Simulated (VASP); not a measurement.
# Pt (Fm-3m) in VASP: a series of runs

The runs below take Pt through single point, with LDA.

Everything below comes from runs of VASP 6.6.1. Logs are shortened: lines on timing, memory, paths and dates and some standing lists are left out, and cuts for length are marked.

## 1. The cell of the first run

It takes space group Fm-3m (No. 225, cubic). The conventional cell has a = 3.868 Å, b = 3.868 Å, c = 3.868 Å, α = 90.00°, β = 90.00°, γ = 90.00°. Pt (site symmetry m-3m) has 12 Pt at 2.73 Å within 3.6 Å.

## 2. Single point, LDA

The input, INCAR:

```
PREC = Accurate
ENCUT = 520
EDIFF = 1E-6
ISMEAR = 0
SIGMA = 0.05
LREAL = F
LASPH = T
NELM = 100
ALGO = Normal
ISIF = 2
LWAVE = F
LCHARG = T
GGA = CA
LELF = T
LVHAR = T
NBANDS = 11
```

The input, KPOINTS:

```
Automatic mesh
0
Gamma
  18 18 18
```

The input, POSCAR:

```
Pt
1.0
    0.0000000000      1.9337573937      1.9337573937
    1.9337573937      0.0000000000      1.9337573937
    1.9337573937      1.9337573937      0.0000000000
Pt
1
Direct
    0.0000000000      0.0000000000      0.0000000000
```

Potentials or basis: VASP PAW LDA potentials, release 64 (Pt).

The run is started by

```sh
$ cat potpaw_LDA.64/Pt/POTCAR > POTCAR
$ mpirun -np 1 vasp_std > vasp.out
```

OUTCAR:

```text
PREC = Accurate
   ENCUT = 520
   EDIFF = 1E-6
   ISMEAR = 0
   LREAL = F
   LASPH = T
   NELM = 100
   ISIF = 2
   GGA = CA

 ion  position               nearest neighbor table
   1  0.000  0.000  0.000-

  LATTYP: Found a face centered cubic cell.
 ALAT       =     3.8675147874

  Lattice vectors:

 A1 = (   0.0000000000,   1.9337573937,   1.9337573937)
 A2 = (   1.9337573937,   0.0000000000,   1.9337573937)
 A3 = (   1.9337573937,   1.9337573937,   0.0000000000)

Analysis of symmetry for initial positions (statically):
=====================================================================
 Subroutine PRICEL returns:
 Original cell was already a primitive cell.

 Routine SETGRP: Setting up the symmetry group for a
 face centered cubic supercell.

 Subroutine GETGRP returns: Found 48 space group operations
 (whereof 48 operations were pure point group operations)
 out of a pool of 48 trial point group operations.

The static configuration has the point symmetry O_h .

Analysis of symmetry for dynamics (positions and initial velocities):
=====================================================================
 Subroutine PRICEL returns:
 Original cell was already a primitive cell.

 Routine SETGRP: Setting up the symmetry group for a
 face centered cubic supercell.

 Subroutine GETGRP returns: Found 48 space group operations
 (whereof 48 operations were pure point group operations)
 out of a pool of 48 trial point group operations.

The dynamic configuration has the point symmetry O_h .

 Subroutine INISYM returns: Found 48 space group operations
 (whereof 48 operations are pure point group operations),
 and found     1 'primitive' translations

----------------------------------------------------------------------------------------

                                     Primitive cell

  volume of cell :      14.4623

  direct lattice vectors                    reciprocal lattice vectors
     0.000000000  1.933757394  1.933757394    -0.258563976  0.258563976  0.258563976
     1.933757394  0.000000000  1.933757394     0.258563976 -0.258563976  0.258563976
     1.933757394  1.933757394  0.000000000     0.258563976  0.258563976 -0.258563976

  length of vectors
     2.734745933  2.734745933  2.734745933     0.447845943  0.447845943  0.447845943

  position of ions in fractional coordinates (direct lattice)
     0.000000000  0.000000000  0.000000000

  ion indices of the primitive-cell ions
   primitive index   ion index
[... 73 lines left out ...]
   EDIFF  = 0.1E-05   stopping-criterion for ELM
   LREAL  =      F    real-space projection
   EDIFFG = 0.1E-04   stopping-criterion for IOM
   NSW    =      0    number of steps for IOM
   IBRION =     -1    ionic relax: 0-MD 1-quasi-New 2-CG
   NFREE  =      0    steps in history (QN), initial steepest desc. (CG)
   ISIF   =      2    stress and relaxation
   ISYM   =      2    0-nonsym 1-usesym 2-fastsym
   POTIM  = 0.5000    time-step for ionic-motion
   TEBEG  =    0.0;   TEEND  =   0.0 temperature during run
   PSTRESS=    0.0 pullay stress
   NELECT =      10.0000    total number of electrons
   NUPDOWN=      -1.0000    fix difference up-down
   EMIN   =  10.00;   EMAX   =-10.00  energy-range for DOS
   EFERMI =   0.00;   METHOD = LEGACY
   ISMEAR =     0;   SIGMA  =   0.05  broadening in eV -4-tet -1-fermi 0-gaus
   EFERMI_NEDOS =   21; number of points for ismear=-14 and -15
   IALGO  =     38    algorithm
   IMIX   =      4    mixing-type and parameters
     AMIX     =   0.40;   BMIX     =  1.00
     AMIX_MAG =   1.60;   BMIX_MAG =  1.00
  volume/ion in A,a.u.               =      14.46        97.60
  Fermi-wavevector in a.u.,A,eV,Ry     =   1.447648  2.735657 28.513505  2.095683
  Thomas-Fermi vector in A             =   2.565579
   LORBIT       =      0    0 simple, 1 ext, 2 COOP (PROOUT), +10 PAW based schemes
   GGA     = CA    functional components
   LHFCALC =     F    Hartree Fock is set to
   AEXX    =    0.0000 exact exchange contribution
   IVDW    =     0    specifies the selected vdW correction
   LEPSILON=     F    determine dielectric tensor
   LRPA    =     F    only Hartree local field effects (RPA)
 non-spin polarized calculation
 Gauss-broadening in eV      SIGMA  =   0.05
  energy-cutoff  :      520.00
  volume of cell :       14.46
 maximum number of plane-waves:       397
   NGX = 11   NGY = 11   NGZ = 11

 number of electron      10.0000000 magnetization

 number of electron       9.9999999 magnetization

 Free energy of the ion-electron system (eV)
  ---------------------------------------------------
  ext. energy  EPLUGINS =         0.00000000
  ---------------------------------------------------
  free energy    TOTEN  =        -7.49548892 eV

  energy without entropy =       -7.49284166  energy(sigma->0) =       -7.49416529

 E-fermi :  11.9797     XC(G=0): -13.9318

 val. band max:       11.9784045176   @ k =   0.3889   0.2222   0.0000
 cond. band min:      12.0027898952   @ k =  -0.4444   0.2778   0.0556
 fundamental gap:      0.0243853777
 Fermi energy:        11.9796957952

 k-point     1 :       0.0000    0.0000    0.0000
  band No.  band energies     occupation
      1       1.2508      2.00000
      2       7.8876      2.00000
      3       7.8876      2.00000
      4       7.8876      2.00000
      5      10.2346      2.00000
      6      10.2346      2.00000
      7      26.4650      0.00000
      8      31.6264      0.00000
      9      31.6264      0.00000
     10      31.6264      0.00000
     11      37.2357      0.00000
[... 309 lines left out ...]
 k-point    24 :      -0.2222    0.0556    0.0000
  band No.  band energies     occupation
      1       3.3649      2.00000
      2       7.3647      2.00000
      3       8.3111      2.00000
      4       8.3825      2.00000
      5      10.0079      2.00000
      6      10.7461      2.00000
      7      25.8647      0.00000
      8      28.6180      0.00000
      9      33.4309      0.00000
     10      34.7493      0.00000
     11      36.0129      0.00000

 [... further k-points ...]
[... 5 lines left out ...]
  --------------------------------------------------------------------------------------
  -------------------------------------------------------------------------------------
  Total        0.6618012      0.6618012      0.6618012      0.0000000      0.0000000      0.0000000
  in kB       73.3165794     73.3165794     73.3165794      0.0000000      0.0000000      0.0000000
  external PRESSURE =      73.3165794 kB  Pullay stress =       0.0000000 kB

 VOLUME and BASIS-vectors are now :
 -----------------------------------------------------------------------------
  energy-cutoff  :      520.00
  volume of cell :       14.46
      direct lattice vectors                 reciprocal lattice vectors
     0.000000000  1.933757394  1.933757394    -0.258563976  0.258563976  0.258563976
     1.933757394  0.000000000  1.933757394     0.258563976 -0.258563976  0.258563976
     1.933757394  1.933757394  0.000000000     0.258563976  0.258563976 -0.258563976

 POSITION                                       TOTAL-FORCE (eV/Angst)
 -----------------------------------------------------------------------------------
      0.00000      0.00000      0.00000         0.000000      0.000000      0.000000
 -----------------------------------------------------------------------------------
    total drift:                                0.000000     -0.000000     -0.000000

  FREE ENERGIE OF THE ION-ELECTRON SYSTEM (eV)
  ---------------------------------------------------
  free  energy   TOTEN  =        -7.4954889196 eV

  energy  without entropy=       -7.4928416638  energy(sigma->0) =       -7.49416529
```

stdout:

```text
POSCAR found type information on POSCAR Pt
 POSCAR found :  1 types and       1 ions
 scaLAPACK will be used
 LDA part: xc-table for (Slater(with rela. corr.)+CA(PZ))
 , standard interpolation
 POSCAR, INCAR and KPOINTS ok, starting setup
 FFT: planning ... GRIDC
 FFT: planning ... GRID_SOFT
 FFT: planning ... GRID
 WAVECAR not read
 entering main loop
```

Wall time 41 s (1 thread of AMD EPYC 7R13, shared host); peak memory 0.15 GiB.

Results:

```
Free energy            : -7.4955 eV
Pressure               : 7.3 GPa
Band gap on the k mesh : zero (band 5 reaches 12.51 eV, above the bottom of band 6 at 10.11 eV)
```

Levels at points of the mesh, in eV from the Fermi level:
| k point | band 1 | band 2 | band 3 | band 4 | band 5 | band 6 | band 7 | band 8 | band 9 | band 10 |
| --- | --- | --- | --- | --- | --- | --- | --- | --- | --- | --- |
| (0.00, 0.00, 0.00) | -10.73 | -4.09 | -4.09 | -4.09 | -1.75 | -1.75 | 14.49 | 19.65 | 19.65 | 19.65 |
| (0.50, 0.00, 0.00) | -7.82 | -4.15 | -4.15 | -0.66 | 0.05 | 0.05 | 6.16 | 14.07 | 19.17 | 19.17 |
| (0.50, 0.50, 0.00) | -7.58 | -7.11 | 0.03 | 0.53 | 0.53 | 1.68 | 9.33 | 11.47 | 11.47 | 20.72 |

Caveat: spin-orbit coupling is left out, which moves the levels of the heavy elements.

## 3. Single point, LDA

This run uses another cell than the first one, of 14.76 Å³/atom, 1.020 times its volume.

The input, INCAR:

```
ALGO = Normal
EDIFF = 1E-6
ENCUT = 520
ISIF = 2
ISMEAR = 0
LASPH = True
LCHARG = False
LREAL = False
LWAVE = False
NBANDS = 11
NELM = 80
PREC = Accurate
SIGMA = 0.05
```

The input, KPOINTS:

```
k-points
0
Gamma
  18 18 18
```

The input, POSCAR:

```
Pt
1.0
    0.0000000000      1.9468138847      1.9468138847
    1.9468138847      0.0000000000      1.9468138847
    1.9468138847      1.9468138847      0.0000000000
Pt
1
Direct
    0.0000000000      0.0000000000      0.0000000000
```

Potentials or basis: VASP PAW LDA potentials, release 64 (Pt).

The run is started by

```sh
$ cat potpaw_LDA.64/Pt/POTCAR > POTCAR
$ mpirun -np 1 vasp_std > vasp.out
```

Run time: 39 s. Hardware: 1 thread of AMD EPYC 7R13, shared host; peak memory 0.14 GiB.

Results (log left out):

```
Free energy            : -7.5030 eV
Pressure               : 0.7 GPa
Band gap on the k mesh : zero (band 5 reaches 12.08 eV, above the bottom of band 6 at 9.77 eV)
```

Levels at points of the mesh, in eV from the Fermi level:
```
           k point  band 3  band 4  band 5  band 6  band 7  band 8
(0.00, 0.00, 0.00)   -3.96   -3.96   -1.69   -1.69   14.55   19.60
(0.50, 0.00, 0.00)   -4.02   -0.57    0.04    0.04    5.99   14.13
(0.50, 0.50, 0.00)    0.03    0.51    0.51    1.72    9.10   11.40
```

Caveat: spin-orbit coupling is left out, which moves the levels of the heavy elements.
